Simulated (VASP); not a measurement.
# SnO2 in VASP: further runs

The runs below take SnO2 through single point, with PBE.

Program: VASP 6.6.1. These are calculated values, not measurements. Logs are shortened: lines on timing, memory, paths and dates and some standing lists are left out, and cuts for length are marked.

## 1. The cell of the first run

It takes space group Pnnm (No. 58, orthorhombic). The conventional cell has a = 4.941 Å, b = 4.941 Å, c = 3.087 Å, α = 90.00°, β = 90.00°, γ = 90.00°. Sn (site symmetry 2/m) has 6 O at 2.05 to 2.14 Å within 2.7 Å. Within 2.8 Å of O (site symmetry m) lie 3 Sn at 2.05 to 2.14 Å and 1 O at 2.71 Å.

## 2. Single point, PBE (atoms displaced along a vibrational mode, the cell strained)

Contents of INCAR:

```
SYSTEM = SnO2
  ALGO = Normal
  EDIFF = 1E-6
  ENCUT = 520
  GGA = PE
  ISIF = 2
  ISMEAR = 0
  LASPH = .TRUE.
  LCHARG = .FALSE.
  LREAL = .FALSE.
  LWAVE = .FALSE.
  NBANDS = 35
  NELM = 80
  PREC = Accurate
  SIGMA = 0.05
```

Contents of KPOINTS:

```
k-points
0
G
  6 6 8
  0 0 0
```

Contents of POSCAR:

```
SnO2
1.0
    4.9405222631      0.0000000000      0.0000000000
    0.0000000000      4.9405362667      0.0000000000
    0.0000000000      0.0000000000      3.0866914697
Sn O
2 4
Direct
    0.5000000000      0.5000000000      0.5000000000
    0.0000000000      0.0000000000      0.0000000000
    0.3188763247      0.2943279924      0.0000000000
    0.8188763247      0.2056720076      0.5000000000
    0.1811236753      0.7943279924      0.5000000000
    0.6811236753      0.7056720076      0.0000000000
```

Potentials or basis: VASP PAW PBE potentials, release 64 (Sn_d, O).

Command:

```
$ cat potpaw_PBE.64/Sn_d/POTCAR potpaw_PBE.64/O/POTCAR > POTCAR
$ mpirun -np 1 vasp_std > vasp.out
```

OUTCAR:

```text
SYSTEM = SnO2
   EDIFF = 1E-6
   ENCUT = 520
   GGA = PE
   ISIF = 2
   ISMEAR = 0
   LASPH = .TRUE.
   LREAL = .FALSE.
   NELM = 80
   PREC = Accurate

 ion  position               nearest neighbor table
   1  0.500  0.500  0.500-   3 2.05   6 2.05   3 2.05   6 2.05   5 2.14   4 2.14
   2  0.000  0.000  0.000-   4 2.05   5 2.05   4 2.05   5 2.05   3 2.14   6 2.14
   3  0.319  0.294  0.000-   1 2.05   1 2.05   2 2.14
   4  0.819  0.206  0.500-   2 2.05   2 2.05   1 2.14
   5  0.181  0.794  0.500-   2 2.05   2 2.05   1 2.14
   6  0.681  0.706  0.000-   1 2.05   1 2.05   2 2.14

  LATTYP: Found a simple tetragonal cell.
 ALAT       =     4.9405222631
 C/A-ratio  =     0.6247702784

  Lattice vectors:

 A1 = (   4.9405222631,   0.0000000000,   0.0000000000)
 A2 = (   0.0000000000,   4.9405362667,   0.0000000000)
 A3 = (   0.0000000000,   0.0000000000,   3.0866914697)

Analysis of symmetry for initial positions (statically):
=====================================================================
 Subroutine PRICEL returns:
 Original cell was already a primitive cell.

 Routine SETGRP: Setting up the symmetry group for a
 simple tetragonal supercell.

 Subroutine GETGRP returns: Found  8 space group operations
 (whereof  4 operations were pure point group operations)
 out of a pool of 16 trial point group operations.

The static configuration has the point symmetry C_2h.
 The point group associated with its full space group is D_2h.

Analysis of symmetry for dynamics (positions and initial velocities):
=====================================================================
 Subroutine PRICEL returns:
 Original cell was already a primitive cell.

 Routine SETGRP: Setting up the symmetry group for a
 simple tetragonal supercell.

 Subroutine GETGRP returns: Found  8 space group operations
 (whereof  4 operations were pure point group operations)
 out of a pool of 16 trial point group operations.

The dynamic configuration has the point symmetry C_2h.
 The point group associated with its full space group is D_2h.

 Subroutine INISYM returns: Found  8 space group operations
 (whereof  4 operations are pure point group operations),
 and found     1 'primitive' translations

----------------------------------------------------------------------------------------
[... 101 lines left out ...]
   EDIFF  = 0.1E-05   stopping-criterion for ELM
   LREAL  =      F    real-space projection
   EDIFFG = 0.1E-04   stopping-criterion for IOM
   NSW    =      0    number of steps for IOM
   IBRION =     -1    ionic relax: 0-MD 1-quasi-New 2-CG
   NFREE  =      0    steps in history (QN), initial steepest desc. (CG)
   ISIF   =      2    stress and relaxation
   ISYM   =      2    0-nonsym 1-usesym 2-fastsym
   POTIM  = 0.5000    time-step for ionic-motion
   TEBEG  =    0.0;   TEEND  =   0.0 temperature during run
   PSTRESS=    0.0 pullay stress
   NELECT =      52.0000    total number of electrons
   NUPDOWN=      -1.0000    fix difference up-down
   EMIN   =  10.00;   EMAX   =-10.00  energy-range for DOS
   EFERMI =   0.00;   METHOD = LEGACY
   ISMEAR =     0;   SIGMA  =   0.05  broadening in eV -4-tet -1-fermi 0-gaus
   EFERMI_NEDOS =   21; number of points for ismear=-14 and -15
   IALGO  =     38    algorithm
   IMIX   =      4    mixing-type and parameters
     AMIX     =   0.40;   BMIX     =  1.00
     AMIX_MAG =   1.60;   BMIX_MAG =  1.00
  volume/ion in A,a.u.               =      12.56        84.74
  Fermi-wavevector in a.u.,A,eV,Ry     =   1.446758  2.733976 28.478472  2.093109
  Thomas-Fermi vector in A             =   2.564790
   LORBIT       =      0    0 simple, 1 ext, 2 COOP (PROOUT), +10 PAW based schemes
   GGA     = PE    functional components
   LHFCALC =     F    Hartree Fock is set to
   AEXX    =    0.0000 exact exchange contribution
   IVDW    =     0    specifies the selected vdW correction
   LEPSILON=     F    determine dielectric tensor
   LRPA    =     F    only Hartree local field effects (RPA)
 non-spin polarized calculation
 Gauss-broadening in eV      SIGMA  =   0.05
  energy-cutoff  :      520.00
  volume of cell :       75.34
 maximum number of plane-waves:      2054
 NGX is ok and might be reduce to    40
   NGX = 19   NGY = 19   NGZ = 11

 number of electron      52.0000008 magnetization

 Free energy of the ion-electron system (eV)
  ---------------------------------------------------
  ext. energy  EPLUGINS =         0.00000000
  ---------------------------------------------------
  free energy    TOTEN  =       -37.12238063 eV

  energy without entropy =      -37.12238063  energy(sigma->0) =      -37.12238063

 E-fermi :   5.6606     XC(G=0): -10.9534

 val. band max:        5.4619354512   @ k =   0.0000   0.0000   0.0000
 cond. band min:       6.4819374948   @ k =   0.0000   0.0000   0.0000
 fundamental gap:      1.0200020436
 Fermi energy:         5.6605797274

 k-point     1 :       0.0000    0.0000    0.0000
  band No.  band energies     occupation
      1     -15.5830      2.00000
      2     -15.0202      2.00000
      3     -14.6532      2.00000
      4     -14.6132      2.00000
      5     -14.6110      2.00000
      6     -14.5222      2.00000
[... 901 lines left out ...]
     34      17.1966      0.00000
     35      17.5196      0.00000

 [... further k-points ...]

------------------------ aborting loop because EDIFF is reached ----------------------------------------

  FORCE on cell =-STRESS in cart. coord.  units (eV):
  Direction    XX          YY          ZZ          XY          YZ          ZX
  --------------------------------------------------------------------------------------
  -------------------------------------------------------------------------------------
  Total       -0.3745640     -0.9164048      6.9311480     -0.0000000      0.0000000      0.0000000
  in kB       -7.9651946    -19.4875742    147.3925669     -0.0000000      0.0000000      0.0000000
  external PRESSURE =      39.9799327 kB  Pullay stress =       0.0000000 kB

 VOLUME and BASIS-vectors are now :
 -----------------------------------------------------------------------------
  energy-cutoff  :      520.00
  volume of cell :       75.34
      direct lattice vectors                 reciprocal lattice vectors
     4.940522263  0.000000000  0.000000000     0.202407751  0.000000000  0.000000000
     0.000000000  4.940536267  0.000000000     0.000000000  0.202407177  0.000000000
     0.000000000  0.000000000  3.086691470     0.000000000  0.000000000  0.323971479

 POSITION                                       TOTAL-FORCE (eV/Angst)
 -----------------------------------------------------------------------------------
      2.47026      2.47027      1.54335         0.000000      0.000000      0.000000
      0.00000      0.00000      0.00000         0.000000      0.000000      0.000000
      1.57542      1.45414      0.00000        -0.151514     -0.073802      0.000000
      4.04568      1.01613      1.54335        -0.151514      0.073802      0.000000
      0.89485      3.92441      1.54335         0.151514     -0.073802     -0.000000
      3.36511      3.48640      0.00000         0.151514      0.073802     -0.000000
 -----------------------------------------------------------------------------------
    total drift:                               -0.000000     -0.000000     -0.000000

  FREE ENERGIE OF THE ION-ELECTRON SYSTEM (eV)
  ---------------------------------------------------
  free  energy   TOTEN  =       -37.1223806259 eV

  energy  without entropy=      -37.1223806259  energy(sigma->0) =      -37.12238063
```

Run time: 4.6 min. Hardware: 1 thread of Intel Xeon 8259CL, shared host; peak memory 0.3 GiB.

Results:

```yaml
Free_energy: -37.1224 eV
Pressure: 4.0 GPa
Largest_force: 0.169 eV/Å
Band_gap_on_the_k_mesh: 1.02 eV
```

Forces on the atoms (eV/Å):
```
Sn   0.000  0.000  0.000
Sn   0.000  0.000  0.000
O   -0.152 -0.074  0.000
O   -0.152  0.074  0.000
O    0.152 -0.074  0.000
O    0.152  0.074  0.000
```

Levels at points of the mesh, in eV from the valence-band top:
```csv
k point,band 22,band 23,band 24,band 25,band 26,band 27,band 28,band 29,band 30,band 31
"(0.00, 0.00, 0.00)",-1.04,-0.98,-0.83,-0.72,0.00,1.02,6.33,6.54,6.63,10.19
"(0.50, 0.00, 0.00)",-1.95,-0.98,-0.98,-0.73,-0.73,4.06,4.06,7.61,7.61,9.96
"(0.00, 0.50, 0.00)",-1.86,-0.98,-0.98,-0.53,-0.53,3.92,3.92,7.22,7.22,10.08
"(0.50, 0.50, 0.00)",-1.78,-1.06,-1.06,-0.92,-0.92,4.55,4.55,7.56,7.56,10.03
"(0.00, 0.00, 0.50)",-2.53,-1.44,-1.44,-1.12,-1.12,5.70,5.70,9.13,9.13,10.09
"(0.50, 0.00, 0.50)",-1.50,-1.07,-1.07,-0.76,-0.76,5.85,5.85,7.18,7.18,11.41
"(0.00, 0.50, 0.50)",-1.69,-0.96,-0.96,-0.88,-0.88,5.94,5.94,7.34,7.34,11.14
"(0.50, 0.50, 0.50)",-2.47,-0.93,-0.93,-0.80,-0.80,4.37,4.37,8.61,8.61,10.51
```

Caveat: the cell differs from its parent crystal (atoms displaced along a vibrational mode, the cell strained); the stress differs along the axes, from -2 to 15 GPa; spin-orbit coupling is left out, which moves the levels of the heavy elements.

## 3. Single point, PBE (atoms displaced along a vibrational mode, the cell strained)

Contents of INCAR:

```
SYSTEM = SnO2
PREC = Accurate
ENCUT = 520
EDIFF = 1E-6
ISMEAR = 0
SIGMA = 0.05
LREAL = .FALSE.
LASPH = .TRUE.
NELM = 60
ALGO = Normal
ISIF = 2
LWAVE = .FALSE.
LCHARG = .FALSE.
GGA = PE
NBANDS = 35
```

Contents of KPOINTS:

```
Automatic mesh
0
G
  6 6 8
  0 0 0
```

Changes to POSCAR since step 2:

```diff
@@ -2,5 +2,5 @@
 1.0
-    4.9405222631      0.0000000000      0.0000000000
-    0.0000000000      4.9405362667      0.0000000000
-    0.0000000000      0.0000000000      3.0866914697
+    4.7150643165      0.0000000000      0.0000000000
+    0.0000000000      4.7150776811      0.0000000000
+    0.0000000000      0.0000000000      3.3891114669
 Sn O
```

Potentials or basis: VASP PAW PBE potentials, release 64 (Sn_d, O).

Command:

```
$ cat potpaw_PBE.64/Sn_d/POTCAR potpaw_PBE.64/O/POTCAR > POTCAR
$ mpirun -np 1 vasp_std > vasp.out
```

It took 4.7 min on 1 thread of Intel Xeon 8259CL, shared host; peak memory 0.29 GiB.

The run converged. Its results:

| Item | Value |
| --- | --- |
| Free energy | -37.1663 eV |
| Pressure | -1.2 GPa |
| Largest force | 0.164 eV/Å |
| Band gap on the k mesh | 0.61 eV |

Forces on the atoms (eV/Å):
```
Sn   0.000  0.000  0.000
Sn   0.000  0.000  0.000
O    0.061  0.152  0.000
O    0.061 -0.152  0.000
O   -0.061  0.152  0.000
O   -0.061 -0.152  0.000
```

Stress tensor (GPa, compression positive):
```
 3.21  0.00  0.00
 0.00  2.60  0.00
 0.00  0.00 -9.42
```

Levels at points of the mesh, in eV from the valence-band top:
```
           k point  band 22  band 23  band 24  band 25  band 26  band 27  band 28  band 29  band 30  band 31
(0.00, 0.00, 0.00)    -1.31    -1.22    -0.56    -0.55     0.00     0.61     5.22     5.71     5.75     9.47
(0.50, 0.00, 0.00)    -1.83    -1.20    -1.20    -0.49    -0.49     3.99     3.99     6.65     6.65    10.77
(0.00, 0.50, 0.00)    -1.68    -1.19    -1.19    -0.40    -0.40     3.84     3.84     6.27     6.27    10.94
(0.50, 0.50, 0.00)    -1.86    -1.37    -1.37    -0.60    -0.60     4.17     4.17     6.95     6.95    10.89
(0.00, 0.00, 0.50)    -2.44    -1.45    -1.45    -1.02    -1.02     5.55     5.55     9.57     9.57     9.61
(0.50, 0.00, 0.50)    -1.41    -0.93    -0.93    -0.46    -0.46     5.87     5.87     7.88     7.88    10.25
(0.00, 0.50, 0.50)    -1.67    -0.78    -0.78    -0.57    -0.57     5.92     5.92     8.08     8.08     9.82
(0.50, 0.50, 0.50)    -2.03    -0.75    -0.75    -0.55    -0.55     4.44     4.44     8.78     8.78    10.07
```

Caveat: the cell differs from its parent crystal (atoms displaced along a vibrational mode, the cell strained); the stress differs along the axes, from -9 to 3 GPa; semilocal functionals underestimate gaps, and a narrow one can read as zero; spin-orbit coupling is left out, which moves the levels of the heavy elements.

## 4. Single point, PBE (atoms displaced along a vibrational mode, the cell strained)

Contents of INCAR:

```
PREC = Accurate
ENCUT = 520
EDIFF = 1E-6
ISMEAR = 0
SIGMA = 0.05
LREAL = F
LASPH = T
NELM = 80
ALGO = Normal
ISIF = 2
LWAVE = F
LCHARG = T
GGA = PE
LELF = T
LVHAR = T
NBANDS = 35
```

Contents of KPOINTS:

```
Automatic mesh
0
Gamma
  6 6 8
```

Contents of POSCAR:

```
SnO2
1.0
    4.7150643165      0.0000000000      0.0000000000
    0.0000000000      4.7150776811      0.0000000000
    0.0000000000      0.0000000000      3.3891114669
Sn O
2 4
Direct
    0.5000000000      0.5000000000      0.5000000000
    0.0000000000      0.0000000000      0.0000000000
    0.2942685581      0.3189326770      0.0000000000
    0.7942685581      0.1810673230      0.5000000000
    0.2057314419      0.8189326770      0.5000000000
    0.7057314419      0.6810673230      0.0000000000
```

Potentials or basis: VASP PAW PBE potentials, release 64 (Sn_d, O).

Command:

```
$ cat potpaw_PBE.64/Sn_d/POTCAR potpaw_PBE.64/O/POTCAR > POTCAR
$ mpirun -np 1 vasp_std > vasp.out
```

OUTCAR:

```text
PREC = Accurate
   ENCUT = 520
   EDIFF = 1E-6
   ISMEAR = 0
   LREAL = F
   LASPH = T
   NELM = 80
   ISIF = 2
   GGA = PE

 ion  position               nearest neighbor table
   1  0.500  0.500  0.500-   4 2.05   5 2.05   3 2.13   6 2.13   3 2.13   6 2.13   2 3.74   2 3.74
                             2 3.74   2 3.74   2 3.74   2 3.74   2 3.74   2 3.74
   2  0.000  0.000  0.000-   3 2.05   6 2.05   5 2.13   4 2.13   4 2.13   5 2.13   1 3.74   1 3.74
                             1 3.74   1 3.74   1 3.74   1 3.74   1 3.74   1 3.74
   3  0.294  0.319  0.000-   2 2.05   1 2.13   1 2.13
   4  0.794  0.181  0.500-   1 2.05   2 2.13   2 2.13
   5  0.206  0.819  0.500-   1 2.05   2 2.13   2 2.13
   6  0.706  0.681  0.000-   2 2.05   1 2.13   1 2.13

  LATTYP: Found a simple tetragonal cell.
 ALAT       =     4.7150643165
 C/A-ratio  =     0.7187837195

  Lattice vectors:

 A1 = (   4.7150643165,   0.0000000000,   0.0000000000)
 A2 = (   0.0000000000,   4.7150776811,   0.0000000000)
 A3 = (   0.0000000000,   0.0000000000,   3.3891114669)

Analysis of symmetry for initial positions (statically):
=====================================================================
 Subroutine PRICEL returns:
 Original cell was already a primitive cell.

 Routine SETGRP: Setting up the symmetry group for a
 simple tetragonal supercell.

 Subroutine GETGRP returns: Found  8 space group operations
 (whereof  4 operations were pure point group operations)
 out of a pool of 16 trial point group operations.

The static configuration has the point symmetry C_2h.
 The point group associated with its full space group is D_2h.

Analysis of symmetry for dynamics (positions and initial velocities):
=====================================================================
 Subroutine PRICEL returns:
 Original cell was already a primitive cell.

 Routine SETGRP: Setting up the symmetry group for a
 simple tetragonal supercell.

 Subroutine GETGRP returns: Found  8 space group operations
 (whereof  4 operations were pure point group operations)
 out of a pool of 16 trial point group operations.

The dynamic configuration has the point symmetry C_2h.
 The point group associated with its full space group is D_2h.

[... 131 lines left out ...]
   GGA     = PE    functional components
   LHFCALC =     F    Hartree Fock is set to
   AEXX    =    0.0000 exact exchange contribution
   IVDW    =     0    specifies the selected vdW correction
   LEPSILON=     F    determine dielectric tensor
   LRPA    =     F    only Hartree local field effects (RPA)
 non-spin polarized calculation
 Gauss-broadening in eV      SIGMA  =   0.05
  energy-cutoff  :      520.00
  volume of cell :       75.35
 maximum number of plane-waves:      2056
   NGX = 17   NGY = 17   NGZ = 13

 number of electron      51.9999986 magnetization

 Free energy of the ion-electron system (eV)
  ---------------------------------------------------
  ext. energy  EPLUGINS =         0.00000000
  ---------------------------------------------------
  free energy    TOTEN  =       -37.16616882 eV

  energy without entropy =      -37.16616882  energy(sigma->0) =      -37.16616882

 E-fermi :   5.6677     XC(G=0): -11.0198

 val. band max:        5.4669215695   @ k =   0.0000   0.0000   0.0000
 cond. band min:       6.0738065517   @ k =   0.0000   0.0000   0.0000
 fundamental gap:      0.6068849821
 Fermi energy:         5.6677380336

 k-point     1 :       0.0000    0.0000    0.0000
  band No.  band energies     occupation
      1     -15.4416      2.00000
      2     -14.6957      2.00000
      3     -14.6332      2.00000
      4     -14.6243      2.00000
      5     -14.6025      2.00000
      6     -14.5988      2.00000
[... 901 lines left out ...]
     34      17.5916      0.00000
     35      17.9153      0.00000

 [... further k-points ...]

------------------------ aborting loop because EDIFF is reached ----------------------------------------

  FORCE on cell =-STRESS in cart. coord.  units (eV):
  Direction    XX          YY          ZZ          XY          YZ          ZX
  --------------------------------------------------------------------------------------
  -------------------------------------------------------------------------------------
  Total        1.2199230      1.5111974     -4.4318319      0.0000000      0.0000000      0.0000000
  in kB       25.9406396     32.1343442    -94.2391878      0.0000000      0.0000000      0.0000000
  external PRESSURE =     -12.0547347 kB  Pullay stress =       0.0000000 kB

 VOLUME and BASIS-vectors are now :
 -----------------------------------------------------------------------------
  energy-cutoff  :      520.00
  volume of cell :       75.35
      direct lattice vectors                 reciprocal lattice vectors
     4.715064317  0.000000000  0.000000000     0.212086184  0.000000000  0.000000000
     0.000000000  4.715077681  0.000000000     0.000000000  0.212085583  0.000000000
     0.000000000  0.000000000  3.389111467     0.000000000  0.000000000  0.295062588

 POSITION                                       TOTAL-FORCE (eV/Angst)
 -----------------------------------------------------------------------------------
      2.35753      2.35754      1.69456         0.000000      0.000000      0.000000
      0.00000      0.00000      0.00000         0.000000      0.000000      0.000000
      1.38750      1.50379      0.00000         0.152721      0.061058     -0.000000
      3.74503      0.85375      1.69456         0.152721     -0.061058     -0.000000
      0.97004      3.86133      1.69456        -0.152721      0.061058      0.000000
      3.32757      3.21129      0.00000        -0.152721     -0.061058      0.000000
 -----------------------------------------------------------------------------------
    total drift:                                0.000000      0.000000      0.000000

  FREE ENERGIE OF THE ION-ELECTRON SYSTEM (eV)
  ---------------------------------------------------
  free  energy   TOTEN  =       -37.1661688226 eV

  energy  without entropy=      -37.1661688226  energy(sigma->0) =      -37.16616882
```

Run time: 4.4 min. Hardware: 1 thread of Intel Xeon 8259CL, shared host; peak memory 0.29 GiB.

Results:

```
Free energy            : -37.1662 eV
Pressure               : -1.2 GPa
Largest force          : 0.164 eV/Å
Band gap on the k mesh : 0.61 eV
```

Forces on the atoms (eV/Å):
```
Sn   0.000  0.000  0.000
Sn   0.000  0.000  0.000
O    0.153  0.061  0.000
O    0.153 -0.061  0.000
O   -0.153  0.061  0.000
O   -0.153 -0.061  0.000
```

Stress tensor (GPa, compression positive):
```
 2.59  0.00  0.00
 0.00  3.21  0.00
 0.00  0.00 -9.42
```

Caveat: the cell differs from its parent crystal (atoms displaced along a vibrational mode, the cell strained); the stress differs along the axes, from -9 to 3 GPa; semilocal functionals underestimate gaps, and a narrow one can read as zero; spin-orbit coupling is left out, which moves the levels of the heavy elements.

(Part 1 of 2 ends here.)
